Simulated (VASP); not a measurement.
A run of VASP 6.6.1 is set up as follows.

INCAR

```
PREC = Accurate
ENCUT = 520
EDIFF = 1E-6
ISMEAR = -1
SIGMA = 0.05
LREAL = False
LASPH = True
NELM = 150
ALGO = Normal
ISIF = 2
LWAVE = False
LCHARG = False
LMAXMIX = 4
LDAU = True
LDAUTYPE = 2
LDAUL = -1 -1 2
LDAUU = 0 0 6
LDAUJ = 0 0 0
LDAUPRINT = 1
GGA = CA
NBANDS = 26
```

File KPOINTS:

```
regular mesh
0
Gamma
  8 8 8
```

Contents of POSCAR:

```
Cu2IBr
1.0
    1.9685310750      1.1365319461      6.3876248825
   -1.9685310750      1.1365319461      6.3876248825
    0.0000000000     -2.2730638921      6.3876248825
I Br Cu
1 1 2
Direct
    0.0000000000      0.0000000000      0.0000000000
    0.5000000000      0.5000000000      0.5000000000
    0.2490310000      0.2490310000      0.2490310000
    0.7509690000      0.7509690000      0.7509690000
```

Potentials or basis: VASP PAW LDA potentials, release 64 (I, Br, Cu).

Command:

```console
$ cat potpaw_LDA.64/I/POTCAR potpaw_LDA.64/Br/POTCAR potpaw_LDA.64/Cu/POTCAR > POTCAR
$ mpirun -np 1 vasp_std > vasp.out
```

(1) Estimate the band gap on the k mesh.

(2) What does it give for the pressure?

(3) Estimate the largest force.

## Answers

(1) 0.68 eV (least direct gap 0.83 eV).

(2) -5.0 GPa.

(3) 0.038 eV/Å.

Caveat: the cell stands under tension; semilocal functionals underestimate gaps, and a narrow one can read as zero; spin-orbit coupling is left out, which moves the levels of the heavy elements.
